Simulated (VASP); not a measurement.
Here is a VASP 6.6.1 calculation.

The input INCAR:

```
SYSTEM = P
PREC = Accurate
ENCUT = 520
EDIFF = 1E-6
ISMEAR = -1
SIGMA = 0.08
LREAL = .FALSE.
LASPH = .TRUE.
NELM = 60
ALGO = Normal
ISIF = 2
LWAVE = .FALSE.
LCHARG = .TRUE.
GGA = PE
LELF = .TRUE.
LVHAR = .TRUE.
NBANDS = 8
```

Contents of KPOINTS:

```
regular mesh
0
G
  18 18 16
  0 0 0
```

File POSCAR:

```
P
1.0
    2.4656855044      0.0000000000      0.0000000000
   -1.2328427522      2.1353462845      0.0000000000
    0.0000000000      0.0000000000      2.3098429171
P
1
Direct
    0.0000000000      0.0000000000      0.0000000000
```

Potentials or basis: VASP PAW PBE potentials, release 64 (P).

Run with:

```bash
$ cat potpaw_PBE.64/P/POTCAR > POTCAR
$ mpirun -np 1 vasp_std > vasp.out
```

Q: What does it give for the band gap on the k mesh?

A: Zero (an odd number of electrons rules out a gap without spin polarisation).

Q: What does it give for the pressure?

A: 26.5 GPa.

Caveat: the cell stands under pressure.
